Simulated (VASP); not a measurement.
# P (Cmce) in VASP: further runs, part 2 of 2

VASP 6.6.1.

## (3) Relaxation of cell and atoms, PBE+D3(BJ), target pressure 2 GPa, at which the enthalpy is minimised

File INCAR:

```
PREC     = Accurate       # precision mode
ENCUT    = 600            # plane-wave cutoff, eV
EDIFF    = 1E-6           # SCF threshold, eV
ISMEAR   = -1             # smearing method
SIGMA    = 0.05           # smearing width, eV
LREAL    = False          # projectors in reciprocal space
LASPH    = True           # aspherical terms in the spheres
NELM     = 80             # most SCF steps
ALGO     = Fast           # electronic algorithm
ISIF     = 3              # what is computed and relaxed
LWAVE    = False          # write WAVECAR
LCHARG   = False          # write CHGCAR
GGA      = PE             # functional
IVDW     = 12             # dispersion correction
IBRION   = 2              # ionic algorithm
NSW      = 60             # ionic steps
EDIFFG   = -0.005         # ionic threshold
PSTRESS  = 20           
KPAR     = 2
```

File KPOINTS:

```
Automatic mesh
0
Gamma
  12 12 12
```

File POSCAR:

```
P
1.0
    1.6582000000     -5.2420000000      0.0000000000
    1.6582000000      5.2420000000      0.0000000000
    0.0000000000      0.0000000000      4.3793000000
P
4
Direct
    0.8983800000      0.1016200000      0.0806800000
    0.6016200000      0.3983800000      0.5806800000
    0.1016200000      0.8983800000      0.9193200000
    0.3983800000      0.6016200000      0.4193200000
```

Potentials or basis: VASP PAW PBE potentials, release 64 (P).

The run is started by

```bash
$ cat potpaw_PBE.64/P/POTCAR > POTCAR
$ mpirun -np 2 vasp_std > vasp.out
```

OUTCAR:

```text
PREC = Accurate
   ENCUT = 600
   EDIFF = 1E-6
   ISMEAR = -1
   LREAL = False
   LASPH = True
   NELM = 80
   ISIF = 3
   GGA = PE
   IVDW = 12
   IBRION = 2
   NSW = 60
   EDIFFG = -0.005
   PSTRESS = 20
 IVDW          = 12

 ion  position               nearest neighbor table
   1  0.898  0.102  0.081-   4 2.22   4 2.22   3 2.24
   2  0.602  0.398  0.581-   3 2.22   3 2.22   4 2.24
   3  0.102  0.898  0.919-   2 2.22   2 2.22   1 2.24
   4  0.398  0.602  0.419-   1 2.22   1 2.22   2 2.24

  LATTYP: Found a base centered orthorhombic cell.
 ALAT       =     3.3164000000
 B/A-ratio  =     3.1612591967
 C/A-ratio  =     1.3204981305

  Lattice vectors:

 A1 = (   1.6582000000,  -5.2420000000,   0.0000000000)
 A2 = (   1.6582000000,   5.2420000000,   0.0000000000)
 A3 = (   0.0000000000,   0.0000000000,   4.3793000000)

Analysis of symmetry for initial positions (statically):
=====================================================================
 Subroutine PRICEL returns:
 Original cell was already a primitive cell.

 Routine SETGRP: Setting up the symmetry group for a
 base centered orthorhombic supercell.

 Subroutine GETGRP returns: Found  8 space group operations
 (whereof  4 operations were pure point group operations)
 out of a pool of  8 trial point group operations.

The static configuration has the point symmetry C_2h.
 The point group associated with its full space group is D_2h.

Analysis of symmetry for dynamics (positions and initial velocities):
=====================================================================
 Subroutine PRICEL returns:
 Original cell was already a primitive cell.

 Routine SETGRP: Setting up the symmetry group for a
 base centered orthorhombic supercell.

 Subroutine GETGRP returns: Found  8 space group operations
 (whereof  4 operations were pure point group operations)
 out of a pool of  8 trial point group operations.

The dynamic configuration has the point symmetry C_2h.
 The point group associated with its full space group is D_2h.

 Subroutine INISYM returns: Found  8 space group operations
 (whereof  4 operations are pure point group operations),
 and found     1 'primitive' translations

[... 124 lines left out ...]
   LHFCALC =     F    Hartree Fock is set to
   AEXX    =    0.0000 exact exchange contribution
   IVDW    =    12    specifies the selected vdW correction
   LEPSILON=     F    determine dielectric tensor
   LRPA    =     F    only Hartree local field effects (RPA)
 conjugate gradient relaxation of ions
 non-spin polarized calculation
 RMM-DIIS sequential band-by-band and
  energy-cutoff  :      600.00
  volume of cell :       76.13
 maximum number of plane-waves:      2578
 NGX is ok and might be reduce to    48
   NGX = 21   NGY = 21   NGZ = 17

--------------------------------------- Ionic step        1  -------------------------------------------

 number of electron      20.0000000 magnetization

 Free energy of the ion-electron system (eV)
  ---------------------------------------------------
  ext. energy  EPLUGINS =         0.00000000
  ---------------------------------------------------
  free energy    TOTEN  =       -21.46922880 eV

  energy without entropy =      -21.46834135  energy(sigma->0) =      -21.46878507

 E-fermi :   6.6772     XC(G=0):  -9.8469

 val. band max:        6.5708954281   @ k =   0.5000   0.5000   0.0000
 cond. band min:       6.7003882664   @ k =   0.5000   0.1667   0.0000
 fundamental gap:      0.1294928384
 Fermi energy:         6.6771979621

 k-point     1 :       0.0000    0.0000    0.0000
  band No.  band energies     occupation
      1      -9.2377      2.00000
      2      -6.1982      2.00000
      3      -2.9621      2.00000
      4      -0.3700      2.00000
      5       1.6553      2.00000
      6       1.9233      2.00000
      7       2.5626      2.00000
      8       3.7566      2.00000
      9       4.0444      2.00000
     10       5.2254      2.00000
     11       7.3537      0.00000
     12       7.7259      0.00000
     13       8.4948      0.00000
     14       9.6104      0.00000
[... 518 lines left out ...]
  energy  without entropy=      -22.9336474688  energy(sigma->0) =      -22.93412465

  enthalpy is  TOTEN    =       -22.0249257188 eV   P V=        0.9096761220

[... ionic steps 4 to 19 ...]

--------------------------------------- Ionic step       20  -------------------------------------------

 number of electron      20.0000001 magnetization

------------------------ aborting loop because EDIFF is reached ----------------------------------------
[... 83 lines left out ...]
--------------------------------------- Ionic step       22  -------------------------------------------

 number of electron      20.0000001 magnetization

 Free energy of the ion-electron system (eV)
  ---------------------------------------------------
  ext. energy  EPLUGINS =         0.00000000
  ---------------------------------------------------
  free energy    TOTEN  =       -21.23856733 eV

  energy without entropy =      -21.23552065  energy(sigma->0) =      -21.23704399

 E-fermi :   8.2174     XC(G=0): -10.6061

 val. band max:        8.1916673790   @ k =  -0.0833   0.0833   0.4167
 cond. band min:       8.2184311888   @ k =   0.0000   0.0000   0.4167
 fundamental gap:      0.0267638098
 Fermi energy:         8.2174252436

 k-point     1 :       0.0000    0.0000    0.0000
  band No.  band energies     occupation
      1      -8.1257      2.00000
      2      -4.4257      2.00000
      3      -0.6528      2.00000
      4       0.4930      2.00000
      5       2.8485      2.00000
      6       3.8900      2.00000
      7       4.3270      2.00000
      8       5.2783      2.00000
      9       5.3404      2.00000
     10       6.8408      2.00000
     11       9.4404      0.00000
     12       9.5624      0.00000
     13      10.0000      0.00000
     14      11.9997      0.00000
[... 430 lines left out ...]
  energy  without entropy=      -22.9391207722  energy(sigma->0) =      -22.94064411

  enthalpy is  TOTEN    =       -22.1175864753 eV   P V=        0.8245809799

 reached required accuracy - stopping structural energy minimisation
```

OSZICAR:

```text
N       E                     dE             d eps       ncg     rms          rms(c)
DAV:   1     0.721551680306E+02    0.72155E+02   -0.91879E+03  8428   0.136E+03
DAV:   2    -0.168113091682E+02   -0.88966E+02   -0.86167E+02 11010   0.186E+02
DAV:   3    -0.215529438288E+02   -0.47416E+01   -0.47009E+01 11482   0.456E+01
[... 177 lines left out ...]
       N       E                     dE             d eps       ncg     rms          rms(c)
DAV:   1    -0.212385834898E+02   -0.13070E-02   -0.73079E-04  8860   0.161E-01    0.255E-02
RMM:   2    -0.212385727896E+02    0.10700E-04   -0.31437E-05  8428   0.404E-02    0.126E-02
RMM:   3    -0.212385675654E+02    0.52242E-05   -0.13821E-05  8428   0.232E-02    0.321E-03
RMM:   4    -0.212385673296E+02    0.23582E-06   -0.18578E-06  5195   0.102E-02
  22 F= -.22117586E+02 E0= -.22116063E+02  d E =-.454646E-05
```

CONTCAR:

```text
P
   1.00000000000000
     1.6652597846955997   -4.9850455139300305   -0.0000000000000000
     1.6652597846955997    4.9850455139300305    0.0000000000000000
     0.0000000000000000   -0.0000000000000001    3.9786229372113890
  P
     4
Direct
     0.8908106427606426    0.1091893572393574    0.0648314300637922
     0.6091893572393574    0.3908106427606425    0.5648314300637923
     0.1091893572393574    0.8908106427606426    0.9351685699362077
     0.3908106427606425    0.6091893572393574    0.4351685699362078

  0.00000000E+00  0.00000000E+00  0.00000000E+00
  0.00000000E+00  0.00000000E+00  0.00000000E+00
  0.00000000E+00  0.00000000E+00  0.00000000E+00
  0.00000000E+00  0.00000000E+00  0.00000000E+00
```

Wall time 18 min (2 MPI ranks of Intel Xeon 6975P-C (Granite Rapids), shared host); peak memory 0.51 GiB.

What came out:

```
Free energy                                                : -22.9422 eV
Relaxed volume                                             : 16.51 Å³/atom
Relaxed cell                                               : a = 5.256 Å, b = 5.256 Å, c = 3.979 Å, α = 90.00°, β = 90.00°, γ = 143.06°
Space group after relaxing (to 0.1 Å)                      : Cmce (No. 64)
Energy change on relaxing (the run minimises the enthalpy) : -1.1 meV/atom
Ionic steps                                                : 22
Pressure after relaxing                                    : 2.0 GPa
Band gap on the k mesh                                     : zero (bands 10 and 11 overlap by 0.50 eV)
Dispersion energy per atom                                 : -0.426 eV
```

The path:
```tsv
step	energy change (eV)	largest force (eV/Å)	pressure (GPa)	volume (Å³)
1	0.0000	0.0754	-1.43	76.13
2	0.0227	0.5525	3.61	71.72
3	0.0032	0.4144	2.13	72.87
4	-0.0092	0.2730	2.09	71.58
5	0.0097	0.2701	2.11	68.09
6	0.0044	0.1848	2.13	67.18
7	0.0126	0.1664	2.30	65.66
8	0.0023	0.0733	2.29	65.93
9	-0.0025	0.0509	2.30	66.17
10	-0.0084	0.0378	1.93	66.49
11	-0.0089	0.0487	1.89	66.53
12	-0.0090	0.0386	1.94	66.50
13	-0.0086	0.0344	2.09	66.43
14	-0.0099	0.0146	1.79	66.53
15	-0.0095	0.0087	1.90	66.49
16	-0.0086	0.0074	1.92	66.41
17	-0.0056	0.0075	2.01	66.16
18	-0.0047	0.0083	2.03	66.08
19	-0.0046	0.0053	1.96	66.08
20	-0.0047	0.0020	1.97	66.08
21	-0.0040	0.0094	2.05	66.02
22	-0.0044	0.0017	2.00	66.06
```

Final structure:
```
P
1.0
     1.66526   -4.98505    0.00000
     1.66526    4.98505    0.00000
     0.00000    0.00000    3.97862
P
4
Cartesian
  1.6653 -3.8964 0.2579
  1.6653 -1.0886 2.2473
  1.6653 3.8964 3.7207
  1.6653 1.0886 1.7314
```

Levels at points of the mesh, in eV from the Fermi level:
```csv
k point,band 8,band 9,band 10,band 11,band 12,band 13
"(0.00, 0.00, 0.00)",-2.94,-2.88,-1.38,1.22,1.34,1.78
"(0.50, 0.00, 0.00)",-3.13,-2.66,-2.66,0.56,0.56,1.22
"(0.50, 0.50, 0.00)",-2.24,-2.09,-0.69,0.22,0.79,2.54
"(0.00, 0.00, 0.50)",-3.17,-0.66,-0.66,1.39,1.39,1.75
"(0.50, 0.00, 0.50)",-6.02,-2.29,-2.29,1.47,1.47,5.50
"(0.50, 0.50, 0.50)",-2.38,-1.07,-1.07,1.16,1.16,2.48
```

Caveat: the cell is relaxed towards a set pressure, so the run minimises the enthalpy, not the energy.
